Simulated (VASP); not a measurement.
# BP in VASP: further runs, part 2 of 2

VASP 6.6.1. Earlier steps stand in the parts before.

## (4) Relaxation of the atoms, PBE (volume scaled by 0.96)

INCAR reads:

```
SYSTEM = BP
ALGO = Normal
EDIFF = 1E-6
EDIFFG = -0.02
ENCUT = 520
GGA = PE
IBRION = 2
ISIF = 2
ISMEAR = -1
LASPH = .True.
LCHARG = .False.
LREAL = .False.
LWAVE = .False.
NELM = 100
NSW = 80
PREC = Accurate
SIGMA = 0.02
```

KPOINTS reads:

```
k-points
0
Gamma
  16 16 16
  0 0 0
```

POSCAR reads:

```
BP
1.0
    0.0000000000      2.2383340787      2.2383340787
    2.2383340787      0.0000000000      2.2383340787
    2.2383340787      2.2383340787      0.0000000000
B P
1 1
Direct
    0.0000000000      0.0000000000      0.0000000000
    0.2500000000      0.2500000000      0.2500000000
```

Potentials or basis: VASP PAW PBE potentials, release 64 (B, P).

Launch:

```console
cat potpaw_PBE.64/B/POTCAR potpaw_PBE.64/P/POTCAR > POTCAR
mpirun -np 1 vasp_std > vasp.out
```

OUTCAR:

```text
SYSTEM = BP
   EDIFF = 1E-6
   EDIFFG = -0.02
   ENCUT = 520
   GGA = PE
   IBRION = 2
   ISIF = 2
   ISMEAR = -1
   LASPH = .True.
   LREAL = .False.
   NELM = 100
   NSW = 80
   PREC = Accurate

 ion  position               nearest neighbor table
   1  0.000  0.000  0.000-   2 1.94   2 1.94   2 1.94   2 1.94
   2  0.250  0.250  0.250-   1 1.94   1 1.94   1 1.94   1 1.94

  LATTYP: Found a face centered cubic cell.
 ALAT       =     4.4766681574

  Lattice vectors:

[... 443 lines left out ...]
      4       7.8256      2.00000
      5      11.5774      0.00000
      6      11.8187      0.00000
      7      12.1751      0.00000
      8      16.3676      0.00000

 [... further k-points ...]
[... 5 lines left out ...]
  --------------------------------------------------------------------------------------
  -------------------------------------------------------------------------------------
  Total        1.1452529      1.1452529      1.1452529      0.0000000      0.0000000      0.0000000
  in kB       81.8101662     81.8101662     81.8101662      0.0000000      0.0000000      0.0000000
  external PRESSURE =      81.8101662 kB  Pullay stress =       0.0000000 kB

 VOLUME and BASIS-vectors are now :
 -----------------------------------------------------------------------------
  energy-cutoff  :      520.00
  volume of cell :       22.43
      direct lattice vectors                 reciprocal lattice vectors
     0.000000000  2.238334079  2.238334079    -0.223380417  0.223380417  0.223380417
     2.238334079  0.000000000  2.238334079     0.223380417 -0.223380417  0.223380417
     2.238334079  2.238334079  0.000000000     0.223380417  0.223380417 -0.223380417

 POSITION                                       TOTAL-FORCE (eV/Angst)
 -----------------------------------------------------------------------------------
      0.00000      0.00000      0.00000        -0.000000      0.000000      0.000000
      1.11917      1.11917      1.11917         0.000000     -0.000000     -0.000000
 -----------------------------------------------------------------------------------
    total drift:                                0.000000      0.000000      0.000000

  FREE ENERGIE OF THE ION-ELECTRON SYSTEM (eV)
  ---------------------------------------------------
  free  energy   TOTEN  =       -12.9045537981 eV

  energy  without entropy=      -12.9045537981  energy(sigma->0) =      -12.90455380

 reached required accuracy - stopping structural energy minimisation
```

OSZICAR:

```text
N       E                     dE             d eps       ncg     rms          rms(c)
DAV:   1     0.107654648185E+02    0.10765E+02   -0.41818E+03  2320   0.902E+02
DAV:   2    -0.134496708427E+02   -0.24215E+02   -0.23245E+02  3688   0.113E+02
DAV:   3    -0.137014959608E+02   -0.25183E+00   -0.25183E+00  2792   0.152E+01
DAV:   4    -0.137020365810E+02   -0.54062E-03   -0.54062E-03  3712   0.706E-01
DAV:   5    -0.137020368678E+02   -0.28676E-06   -0.28676E-06  2896   0.128E-02    0.765E+00
DAV:   6    -0.130166064835E+02    0.68543E+00   -0.17807E+00  2584   0.748E+00    0.416E+00
DAV:   7    -0.129125732550E+02    0.10403E+00   -0.30599E-01  3608   0.338E+00    0.135E+00
DAV:   8    -0.129040496689E+02    0.85236E-02   -0.29584E-02  2472   0.120E+00    0.233E-01
DAV:   9    -0.129043534670E+02   -0.30380E-03   -0.48696E-04  3616   0.209E-01    0.137E-01
DAV:  10    -0.129045426063E+02   -0.18914E-03   -0.27538E-04  2584   0.132E-01    0.263E-02
DAV:  11    -0.129045530686E+02   -0.10462E-04   -0.13046E-05  3392   0.317E-02    0.341E-02
DAV:  12    -0.129045537981E+02   -0.72950E-06   -0.31209E-06  2400   0.117E-02
   1 F= -.12904554E+02 E0= -.12904554E+02  d E =-.129046E+02
```

Run time: 10 s. Hardware: 1 thread of Intel Xeon Platinum 8559C (Emerald Rapids), shared host; peak memory 0.15 GiB.

Results:

```yaml
Free_energy: -12.9046 eV
Pressure_after_relaxing: 8.2 GPa
Band_gap_on_the_k_mesh: 1.18 eV, indirect (least direct gap 3.46 eV)
```

Final structure:
```yaml
crystal:
  lattice:
    - [0.00000, 2.23833, 2.23833]
    - [2.23833, 0.00000, 2.23833]
    - [2.23833, 2.23833, 0.00000]
  atoms:
    - { symbol: B, position: [0.00000, 0.00000, 0.00000] }
    - { symbol: P, position: [0.25000, 0.25000, 0.25000] }
```

Levels at points of the mesh, in eV from the valence-band top:
| k point | band 1 | band 2 | band 3 | band 4 | band 5 | band 6 | band 7 | band 8 |
| --- | --- | --- | --- | --- | --- | --- | --- | --- |
| (0.00, 0.00, 0.00) | -15.83 | 0.00 | 0.00 | 0.00 | 3.46 | 3.46 | 3.46 | 8.00 |
| (0.50, 0.00, 0.00) | -12.35 | -9.33 | -1.81 | -1.81 | 4.03 | 4.74 | 4.74 | 10.27 |
| (0.50, 0.50, 0.00) | -10.76 | -8.80 | -4.26 | -4.26 | 1.25 | 1.62 | 12.51 | 12.51 |

Caveat: the relaxation stopped at its first step, so nothing moved. A k mesh can miss the band edges.

## (5) Relaxation of the atoms, PBE (volume scaled by 0.98)

INCAR reads:

```
SYSTEM = BP
PREC = Accurate
ENCUT = 520
EDIFF = 1E-7
ISMEAR = -1
SIGMA = 0.02
LREAL = .False.
LASPH = .True.
NELM = 100
ALGO = Normal
ISIF = 2
LWAVE = .False.
LCHARG = .False.
GGA = PE
IBRION = 2
NSW = 80
EDIFFG = -0.02
```

KPOINTS reads:

```
regular mesh
0
Gamma
  16 16 16
  0 0 0
```

POSCAR reads:

```
BP
1.0
    0.0000000000      2.2537713532      2.2537713532
    2.2537713532      0.0000000000      2.2537713532
    2.2537713532      2.2537713532      0.0000000000
B P
1 1
Direct
    0.0000000000      0.0000000000      0.0000000000
    0.2500000000      0.2500000000      0.2500000000
```

Launch:

```console
cat potpaw_PBE.64/B/POTCAR potpaw_PBE.64/P/POTCAR > POTCAR
mpirun -np 1 vasp_std > vasp.out
```

Run time: 10 s. Hardware: 1 thread of Intel Xeon Platinum 8559C (Emerald Rapids), shared host; peak memory 0.15 GiB.

It converged, with:

* Free energy: -12.9230 eV
* Pressure after relaxing: 4.4 GPa
* Band gap on the k mesh: 1.22 eV, indirect (least direct gap 3.43 eV)

Final structure:
```
B P
1.0
     0.00000    2.25377    2.25377
     2.25377    0.00000    2.25377
     2.25377    2.25377    0.00000
B P
1 1
Direct
  0.00000 0.00000 0.00000
  0.25000 0.25000 0.25000
```

Levels at points of the mesh, in eV from the valence-band top:
```
           k point  band 1  band 2  band 3  band 4  band 5  band 6  band 7  band 8
(0.00, 0.00, 0.00)  -15.64    0.00    0.00    0.00    3.43    3.43    3.43    7.68
(0.50, 0.00, 0.00)  -12.24   -9.18   -1.78   -1.78    3.90    4.73    4.73   10.20
(0.50, 0.50, 0.00)  -10.68   -8.69   -4.19   -4.19    1.29    1.64   12.31   12.31
```

Caveat: the relaxation stopped at its first step, so nothing moved. A k mesh can miss the band edges.

## (6) Summary

| task | cell | gap on the mesh (eV) | pressure (GPa) |
| --- | --- | --- | --- |
| single point | a = 3.257, b = 3.257, c = 3.209 Å, angles 60.5, 60.5, 59.0°, 2 atoms | 1.08 | -3.7 |
| relaxation of the atoms | atoms relaxed from a = 3.143 Å, angles 60.0°, 2 atoms | 1.15 | 12.4 |
| relaxation of the atoms | atoms relaxed from a = 3.165 Å, angles 60.0°, 2 atoms | 1.18 | 8.2 |
| relaxation of the atoms | atoms relaxed from a = 3.187 Å, angles 60.0°, 2 atoms | 1.22 | 4.4 |

Alike in all rows: level PBE; potentials or basis VASP PAW PBE potentials, release 64 (B, P); no spin polarisation; k mesh 16 × 16 × 16; cutoff (eV) 520; smearing fermi-dirac 0.02 eV.

Caveats: the relaxation stopped at its first step, so nothing moved (some runs).

Absolute energies hang on the potentials; compare differences alone.
